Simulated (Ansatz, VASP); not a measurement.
# Ag2BrCl in VASP and in Ansatz

```xyz
4
Lattice="2.0481 1.1825 6.6584 -2.0481 1.1825 6.6584 0.0000 -2.3649 6.6584" Properties=species:S:1:pos:R:3 pbc="T T T"
Cl    2.0481    1.1825    6.6584
Br    0.0000    0.0000    9.9877
Ag    0.0000    0.0000    5.0528
Ag    0.0000    0.0000   14.9226
```

Alike in both runs: task single point; functional PBE; k mesh 6 × 6 × 6; no spin polarisation.

|  | VASP | Ansatz |
| --- | --- | --- |
| version | VASP 6.6.1 | Ansatz 0.2.0 |
| potentials or method | VASP PAW PBE potentials, release 64 (Cl, Br, Ag) | plane waves, PAW |
| plane-wave cutoff (eV) | 520 | 420 |
| occupations | gaussian, width 0.01 eV | fixed |
| valence electrons in the cell | 36 | 52 |

|  | VASP | Ansatz | Ansatz less VASP |
| --- | --- | --- | --- |
| gap on the k mesh at the Fermi level (eV) | 0.77 | 0.77 | +0.002 |
| pressure (GPa) | -1.2 | -1.1 | +0.08 |
| rms of the force components (eV/Å) | 0.004 | 0.004 | +0.0004 |

Atom by atom the forces differ by 0.000 eV/Å (rms over components). VASP's potentials hold 36 valence electrons a cell and Ansatz's 52, so a difference there can come from the potentials and not from the codes.
